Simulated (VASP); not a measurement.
# ScAs3 (Pm-3m) in VASP: further runs

The runs below take ScAs3 through single point, relaxation of cell and atoms, with PBE.

Program: VASP 6.6.1. These are calculated values, not measurements. Logs are shortened: lines on timing, memory, paths and dates and some standing lists are left out, and cuts for length are marked.

### 1 The cell of the first run

Symmetry: Pm-3m, No. 221, cubic system. Conventional cell: a = 4.249 Å, b = 4.249 Å, c = 4.249 Å, α = 90.00°, β = 90.00°, γ = 90.00°. Within 4.0 Å of Sc (site symmetry m-3m) lie 12 As at 3.00 Å. Within 4.0 Å of As (site symmetry 4/mmm) lie 4 Sc at 3.00 Å and 8 As at 3.00 Å.

### 2 Single point, PBE

Input file INCAR:

```
ALGO = Normal ; EDIFF = 1E-6
ENCUT = 500 ; GGA = PE
GGA_COMPAT = False ; ISIF = 2
ISMEAR = -1 ; LASPH = True
LCHARG = False ; LREAL = False
LWAVE = False ; NBANDS = 21
NELM = 120 ; PREC = Accurate
SIGMA = 0.1
```

Input file KPOINTS:

```
k-points
0
Gamma
  4 4 4
```

Input file POSCAR:

```
ScAs3
1.0
    4.2485132663      0.0000000000      0.0000000000
    0.0000000000      4.2485132663      0.0000000000
    0.0000000000      0.0000000000      4.2485132663
Sc As
1 3
Direct
    0.0000000000      0.0000000000      0.0000000000
    0.0000000000      0.5000000000      0.5000000000
    0.5000000000      0.0000000000      0.5000000000
    0.5000000000      0.5000000000      0.0000000000
```

Potentials or basis: VASP PAW PBE potentials, release 64 (Sc_sv, As).

Started as:

```console
$ cat potpaw_PBE.64/Sc_sv/POTCAR potpaw_PBE.64/As/POTCAR > POTCAR
$ mpirun -np 1 vasp_std > vasp.out
```

OUTCAR:

```text
EDIFF = 1E-6
   ENCUT = 500
   GGA = PE
   ISIF = 2
   ISMEAR = -1
   LASPH = True
   LREAL = False
   NELM = 120
   PREC = Accurate

 ion  position               nearest neighbor table
   1  0.000  0.000  0.000-   2 3.00   3 3.00   4 3.00   2 3.00   3 3.00   2 3.00   4 3.00   2 3.00
                             3 3.00   4 3.00   3 3.00   4 3.00
   2  0.000  0.500  0.500-   1 3.00   1 3.00   1 3.00   1 3.00
   3  0.500  0.000  0.500-   1 3.00   1 3.00   1 3.00   1 3.00
   4  0.500  0.500  0.000-   1 3.00   1 3.00   1 3.00   1 3.00

  LATTYP: Found a simple cubic cell.
 ALAT       =     4.2485132663

  Lattice vectors:

 A1 = (   4.2485132663,   0.0000000000,   0.0000000000)
 A2 = (   0.0000000000,   4.2485132663,   0.0000000000)
 A3 = (   0.0000000000,   0.0000000000,   4.2485132663)

Analysis of symmetry for initial positions (statically):
=====================================================================
 Subroutine PRICEL returns:
 Original cell was already a primitive cell.

 Routine SETGRP: Setting up the symmetry group for a
 simple cubic supercell.

 Subroutine GETGRP returns: Found 48 space group operations
 (whereof 48 operations were pure point group operations)
 out of a pool of 48 trial point group operations.

The static configuration has the point symmetry O_h .

Analysis of symmetry for dynamics (positions and initial velocities):
=====================================================================
 Subroutine PRICEL returns:
 Original cell was already a primitive cell.

 Routine SETGRP: Setting up the symmetry group for a
 simple cubic supercell.

 Subroutine GETGRP returns: Found 48 space group operations
 (whereof 48 operations were pure point group operations)
 out of a pool of 48 trial point group operations.

The dynamic configuration has the point symmetry O_h .

 Subroutine INISYM returns: Found 48 space group operations
 (whereof 48 operations are pure point group operations),
 and found     1 'primitive' translations

----------------------------------------------------------------------------------------

                                     Primitive cell

  volume of cell :      76.6851

  direct lattice vectors                    reciprocal lattice vectors
     4.248513266  0.000000000  0.000000000     0.235376457  0.000000000  0.000000000
     0.000000000  4.248513266  0.000000000     0.000000000  0.235376457  0.000000000
     0.000000000  0.000000000  4.248513266     0.000000000  0.000000000  0.235376457

  length of vectors
     4.248513266  4.248513266  4.248513266     0.235376457  0.235376457  0.235376457

  position of ions in fractional coordinates (direct lattice)
     0.000000000  0.000000000  0.000000000
     0.000000000  0.500000000  0.500000000
     0.500000000  0.000000000  0.500000000
     0.500000000  0.500000000  0.000000000

  ion indices of the primitive-cell ions
   primitive index   ion index
                 1           1
                 2           2
                 3           3
                 4           4

----------------------------------------------------------------------------------------

 KPOINTS: k-points

Automatic generation of k-mesh.
 Grid dimensions read from file:
 generate k-points for:    4    4    4

 Generating k-lattice:

  Cartesian coordinates                     Fractional coordinates (reciprocal lattice)
     0.058844114  0.000000000  0.000000000     0.250000000  0.000000000  0.000000000
     0.000000000  0.058844114  0.000000000     0.000000000  0.250000000  0.000000000
     0.000000000  0.000000000  0.058844114     0.000000000  0.000000000  0.250000000

  Length of vectors
     0.058844114  0.058844114  0.058844114

  Shift w.r.t. Gamma in fractional coordinates (k-lattice)
     0.000000000  0.000000000  0.000000000

 Subroutine IBZKPT returns following result:
 ===========================================

 Found     10 irreducible k-points:

 Following reciprocal coordinates:
            Coordinates               Weight
  0.000000  0.000000  0.000000      1.000000
  0.250000  0.000000  0.000000      6.000000
  0.500000  0.000000  0.000000      3.000000
  0.250000  0.250000  0.000000     12.000000
  0.500000  0.250000  0.000000     12.000000
  0.500000  0.500000  0.000000      3.000000
  0.250000  0.250000  0.250000      8.000000
  0.500000  0.250000  0.250000     12.000000
  0.500000  0.500000  0.250000      6.000000
  0.500000  0.500000  0.500000      1.000000
   k-points           NKPTS =     10   k-points in BZ     NKDIM =     10   number of bands    NBANDS=     21
   number of dos      NEDOS =    301   number of ions     NIONS =      4
   total plane-waves  NPLWV =  32768
   dimension x,y,z NGX =    32 NGY =   32 NGZ =   32
   dimension x,y,z NGXF=    64 NGYF=   64 NGZF=   64
   ions per type =               1   3
   NGX,Y,Z   is equivalent  to a cutoff of  12.52, 12.52, 12.52 a.u.
   NGXF,Y,Z  is equivalent  to a cutoff of  25.04, 25.04, 25.04 a.u.
 SYSTEM =  unknown system
   PREC   = accura    normal or accurate (medium, high low for compatibility)
   ISTART =      0    job   : 0-new  1-cont  2-samecut
   ICHARG =      2    charge: 1-file 2-atom 10-const
   ISPIN  =      1    spin polarized calculation?
   LNONCOLLINEAR =      F non collinear calculations
   LSORBIT =      F    spin-orbit coupling
   LASPH  =      T    aspherical Exc in radial PAW
   ENCUT  =  500.0 eV  36.75 Ry    6.06 a.u.   7.75  7.75  7.75*2*pi/ulx,y,z
   NELM   =    120;   NELMIN=  2; NELMDL= -5     # of ELM steps
   EDIFF  = 0.1E-05   stopping-criterion for ELM
   LREAL  =      F    real-space projection
   EDIFFG = 0.1E-04   stopping-criterion for IOM
   NSW    =      0    number of steps for IOM
   IBRION =     -1    ionic relax: 0-MD 1-quasi-New 2-CG
   NFREE  =      0    steps in history (QN), initial steepest desc. (CG)
   ISIF   =      2    stress and relaxation
   ISYM   =      2    0-nonsym 1-usesym 2-fastsym
   POTIM  = 0.5000    time-step for ionic-motion
   TEBEG  =    0.0;   TEEND  =   0.0 temperature during run
   PSTRESS=    0.0 pullay stress
   NELECT =      26.0000    total number of electrons
   NUPDOWN=      -1.0000    fix difference up-down
   EMIN   =  10.00;   EMAX   =-10.00  energy-range for DOS
   EFERMI =   0.00;   METHOD = LEGACY
   ISMEAR =    -1;   SIGMA  =   0.10  broadening in eV -4-tet -1-fermi 0-gaus
   EFERMI_NEDOS =   21; number of points for ismear=-14 and -15
   IALGO  =     38    algorithm
   IMIX   =      4    mixing-type and parameters
     AMIX     =   0.40;   BMIX     =  1.00
     AMIX_MAG =   1.60;   BMIX_MAG =  1.00
  volume/ion in A,a.u.               =      19.17       129.37
  Fermi-wavevector in a.u.,A,eV,Ry     =   1.141552  2.157220 17.730304  1.303141
  Thomas-Fermi vector in A             =   2.278252
   LORBIT       =      0    0 simple, 1 ext, 2 COOP (PROOUT), +10 PAW based schemes
   GGA     = PE    functional components
   LHFCALC =     F    Hartree Fock is set to
   AEXX    =    0.0000 exact exchange contribution
   IVDW    =     0    specifies the selected vdW correction
   LEPSILON=     F    determine dielectric tensor
   LRPA    =     F    only Hartree local field effects (RPA)
 non-spin polarized calculation
  energy-cutoff  :      500.00
  volume of cell :       76.69
 maximum number of plane-waves:      1956
 NGX is ok and might be reduce to    32
   NGX = 15   NGY = 15   NGZ = 15

 number of electron      26.0000009 magnetization

 Free energy of the ion-electron system (eV)
  ---------------------------------------------------
  ext. energy  EPLUGINS =         0.00000000
  ---------------------------------------------------
  free energy    TOTEN  =       -21.60886369 eV

  energy without entropy =      -21.54059370  energy(sigma->0) =      -21.57472869

 E-fermi :   6.5780     XC(G=0): -10.7512

 val. band max:        6.4467255514   @ k =   0.5000   0.2500   0.0000
 cond. band min:       6.7090497957   @ k =   0.5000   0.2500   0.2500
 fundamental gap:      0.2623242444
 Fermi energy:         6.5780444135

 k-point     1 :       0.0000    0.0000    0.0000
  band No.  band energies     occupation
      1     -43.8827      2.00000
      2     -22.5126      2.00000
      3     -22.5126      2.00000
      4     -22.5126      2.00000
      5      -7.8073      2.00000
      6      -2.5080      2.00000
[... 13 lines left out ...]
     20       9.6424      0.00000
     21       9.6424      0.00000

 k-point     2 :       0.2500    0.0000    0.0000
  band No.  band energies     occupation
      1     -43.8824      2.00000
      2     -22.5222      2.00000
      3     -22.5114      2.00000
      4     -22.5114      2.00000
      5      -7.3567      2.00000
      6      -3.8137      2.00000
[... 13 lines left out ...]
     20       9.2602      0.00000
     21       9.2602      0.00000

 k-point     3 :       0.5000    0.0000    0.0000
  band No.  band energies     occupation
      1     -43.8821      2.00000
      2     -22.5319      2.00000
      3     -22.5102      2.00000
      4     -22.5102      2.00000
      5      -6.4622      2.00000
      6      -5.3092      2.00000
[... 13 lines left out ...]
     20      10.5688      0.00000
     21      10.5688      0.00000
[... 121 lines left out ...]
 k-point     9 :       0.5000    0.5000    0.2500
  band No.  band energies     occupation
      1     -43.8811      2.00000
      2     -22.5272      2.00000
      3     -22.5272      2.00000
      4     -22.5168      2.00000
      5      -4.7560      2.00000
      6      -4.5296      2.00000
[... 13 lines left out ...]
     20      10.0054      0.00000
     21      10.3555      0.00000

 k-point    10 :       0.5000    0.5000    0.5000
  band No.  band energies     occupation
      1     -43.8808      2.00000
      2     -22.5257      2.00000
      3     -22.5257      2.00000
      4     -22.5257      2.00000
      5      -4.3658      2.00000
      6      -4.3658      2.00000
[... 13 lines left out ...]
     20      10.3679      0.00000
     21      10.5291      0.00000

------------------------ aborting loop because EDIFF is reached ----------------------------------------

  FORCE on cell =-STRESS in cart. coord.  units (eV):
  Direction    XX          YY          ZZ          XY          YZ          ZX
  --------------------------------------------------------------------------------------
  -------------------------------------------------------------------------------------
  Total        0.0960883      0.0960883      0.0960883     -0.0000000     -0.0000000     -0.0000000
  in kB        2.0075671      2.0075671      2.0075671     -0.0000000     -0.0000000     -0.0000000
  external PRESSURE =       2.0075671 kB  Pullay stress =       0.0000000 kB

 VOLUME and BASIS-vectors are now :
 -----------------------------------------------------------------------------
  energy-cutoff  :      500.00
  volume of cell :       76.69
      direct lattice vectors                 reciprocal lattice vectors
     4.248513266  0.000000000  0.000000000     0.235376457  0.000000000  0.000000000
     0.000000000  4.248513266  0.000000000     0.000000000  0.235376457  0.000000000
     0.000000000  0.000000000  4.248513266     0.000000000  0.000000000  0.235376457

 POSITION                                       TOTAL-FORCE (eV/Angst)
 -----------------------------------------------------------------------------------
      0.00000      0.00000      0.00000         0.000000      0.000000      0.000000
      0.00000      2.12426      2.12426         0.000000      0.000000      0.000000
      2.12426      0.00000      2.12426         0.000000      0.000000      0.000000
      2.12426      2.12426      0.00000         0.000000      0.000000      0.000000
 -----------------------------------------------------------------------------------
    total drift:                                0.000000     -0.000000     -0.000000

  FREE ENERGIE OF THE ION-ELECTRON SYSTEM (eV)
  ---------------------------------------------------
  free  energy   TOTEN  =       -21.6088636854 eV

  energy  without entropy=      -21.5405936979  energy(sigma->0) =      -21.57472869
```

Run time: 26 s. Hardware: 1 thread of AMD EPYC 7R43 (Zen 3), shared host; peak memory 0.14 GiB.

Results:

```
Free energy            : -21.6089 eV
Pressure               : 0.2 GPa
Band gap on the k mesh : zero (bands 13 and 14 overlap by 2.98 eV)
```

Caveat: the k points lie up to 0.37 Å⁻¹ apart, too coarse for converged energies and pressures of a metal.

### 3 Single point, PBE

Input file INCAR:

```
SYSTEM = ScAs3
PREC     = Accurate       ! precision mode
ENCUT    = 500            ! plane-wave cutoff, eV
EDIFF    = 1E-6           ! SCF threshold, eV
ISMEAR   = -1             ! smearing method
SIGMA    = 0.1            ! smearing width, eV
LREAL    = .False.        ! projectors in reciprocal space
LASPH    = .True.         ! aspherical terms in the spheres
NELM     = 120            ! most SCF steps
ALGO     = Normal         ! electronic algorithm
ISIF     = 2              ! what is computed and relaxed
LWAVE    = .False.        ! write WAVECAR
LCHARG   = .True.         ! write CHGCAR
GGA      = PE             ! functional
LELF     = .True.         ! ELF
LVHAR    = .True.       
NBANDS   = 21             ! bands
GGA_COMPAT= .False.
```

Input file KPOINTS:

```
regular mesh
0
Gamma
  4 4 4
  0 0 0
```

Input file POSCAR:

```
ScAs3
1.0
    4.2485139989      0.0000000000      0.0000000000
    0.0000000000      4.2485139989      0.0000000000
    0.0000000000      0.0000000000      4.2485139989
Sc As
1 3
Direct
    0.0000000000      0.0000000000      0.0000000000
    0.0000000000      0.5000000000      0.5000000000
    0.5000000000      0.0000000000      0.5000000000
    0.5000000000      0.5000000000      0.0000000000
```

Potentials or basis: VASP PAW PBE potentials, release 64 (Sc_sv, As).

Started as:

```console
$ cat potpaw_PBE.64/Sc_sv/POTCAR potpaw_PBE.64/As/POTCAR > POTCAR
$ mpirun -np 1 vasp_std > vasp.out
```

OUTCAR:

```text
SYSTEM = ScAs3
   PREC = Accurate
   ENCUT = 500
   EDIFF = 1E-6
   ISMEAR = -1
   LREAL = .False.
   LASPH = .True.
   NELM = 120
   ISIF = 2
   GGA = PE

 ion  position               nearest neighbor table
   1  0.000  0.000  0.000-   2 3.00   3 3.00   4 3.00   2 3.00   3 3.00   2 3.00   4 3.00   2 3.00
                             3 3.00   4 3.00   3 3.00   4 3.00
   2  0.000  0.500  0.500-   1 3.00   1 3.00   1 3.00   1 3.00
   3  0.500  0.000  0.500-   1 3.00   1 3.00   1 3.00   1 3.00
   4  0.500  0.500  0.000-   1 3.00   1 3.00   1 3.00   1 3.00

  LATTYP: Found a simple cubic cell.
 ALAT       =     4.2485139989

  Lattice vectors:

 A1 = (   4.2485139989,   0.0000000000,   0.0000000000)
 A2 = (   0.0000000000,   4.2485139989,   0.0000000000)
 A3 = (   0.0000000000,   0.0000000000,   4.2485139989)

Analysis of symmetry for initial positions (statically):
=====================================================================
 Subroutine PRICEL returns:
 Original cell was already a primitive cell.

[... 154 lines left out ...]
  free energy    TOTEN  =       -21.60886373 eV

  energy without entropy =      -21.54059368  energy(sigma->0) =      -21.57472871

 E-fermi :   6.5780     XC(G=0): -10.7512

 val. band max:        6.4467205554   @ k =   0.5000   0.2500   0.0000
 cond. band min:       6.7090438845   @ k =   0.5000   0.2500   0.2500
 fundamental gap:      0.2623233291
 Fermi energy:         6.5780388474

 k-point     1 :       0.0000    0.0000    0.0000
  band No.  band energies     occupation
      1     -43.8827      2.00000
      2     -22.5126      2.00000
      3     -22.5126      2.00000
      4     -22.5126      2.00000
      5      -7.8073      2.00000
      6      -2.5080      2.00000
[... 229 lines left out ...]
     20      10.3679      0.00000
     21      10.5291      0.00000

------------------------ aborting loop because EDIFF is reached ----------------------------------------

  FORCE on cell =-STRESS in cart. coord.  units (eV):
  Direction    XX          YY          ZZ          XY          YZ          ZX
  --------------------------------------------------------------------------------------
  -------------------------------------------------------------------------------------
  Total        0.0960677      0.0960677      0.0960677      0.0000000      0.0000000      0.0000000
  in kB        2.0071362      2.0071362      2.0071362      0.0000000      0.0000000      0.0000000
  external PRESSURE =       2.0071362 kB  Pullay stress =       0.0000000 kB

 VOLUME and BASIS-vectors are now :
 -----------------------------------------------------------------------------
  energy-cutoff  :      500.00
  volume of cell :       76.69
      direct lattice vectors                 reciprocal lattice vectors
     4.248513999  0.000000000  0.000000000     0.235376416  0.000000000  0.000000000
     0.000000000  4.248513999  0.000000000     0.000000000  0.235376416  0.000000000
     0.000000000  0.000000000  4.248513999     0.000000000  0.000000000  0.235376416

 POSITION                                       TOTAL-FORCE (eV/Angst)
 -----------------------------------------------------------------------------------
      0.00000      0.00000      0.00000         0.000000      0.000000      0.000000
      0.00000      2.12426      2.12426         0.000000      0.000000      0.000000
      2.12426      0.00000      2.12426         0.000000      0.000000      0.000000
      2.12426      2.12426      0.00000         0.000000      0.000000      0.000000
 -----------------------------------------------------------------------------------
    total drift:                                0.000000     -0.000000     -0.000000

  FREE ENERGIE OF THE ION-ELECTRON SYSTEM (eV)
  ---------------------------------------------------
  free  energy   TOTEN  =       -21.6088637327 eV

  energy  without entropy=      -21.5405936787  energy(sigma->0) =      -21.57472871
```

stdout:

```text
POSCAR found type information on POSCAR ScAs
 POSCAR found :  2 types and       4 ions
 scaLAPACK will be used
 LDA part: xc-table for (Slater+PW92), standard interpolation
 POSCAR, INCAR and KPOINTS ok, starting setup
 FFT: planning ... GRIDC
 FFT: planning ... GRID_SOFT
 FFT: planning ... GRID
 WAVECAR not read
 entering main loop
```

It took 31 s on 1 thread of AMD EPYC 7R43 (Zen 3), shared host; peak memory 0.14 GiB.

What came out:

- Free energy: -21.6089 eV
- Pressure: 0.2 GPa
- Band gap on the k mesh: zero (bands 13 and 14 overlap by 2.98 eV)

Levels at points of the mesh, in eV from the Fermi level:
| k point | band 9 | band 10 | band 11 | band 12 | band 13 | band 14 | band 15 | band 16 | band 17 | band 18 |
| --- | --- | --- | --- | --- | --- | --- | --- | --- | --- | --- |
| (0.00, 0.00, 0.00) | -4.89 | -4.89 | 0.23 | 0.23 | 0.23 | 0.56 | 0.56 | 0.56 | 0.65 | 0.65 |
| (0.50, 0.00, 0.00) | -4.25 | -3.09 | -2.13 | -2.05 | -2.05 | -0.96 | 0.74 | 1.16 | 1.16 | 1.37 |
| (0.50, 0.50, 0.00) | -3.04 | -2.79 | -2.79 | -1.78 | -1.53 | -1.53 | 0.89 | 1.09 | 1.65 | 3.44 |
| (0.50, 0.50, 0.50) | -5.53 | -5.53 | -5.53 | 0.45 | 1.44 | 1.44 | 1.72 | 1.72 | 1.72 | 3.77 |

Caveat: the k points lie up to 0.37 Å⁻¹ apart, too coarse for converged energies and pressures of a metal.

[end of part 1 of 2]
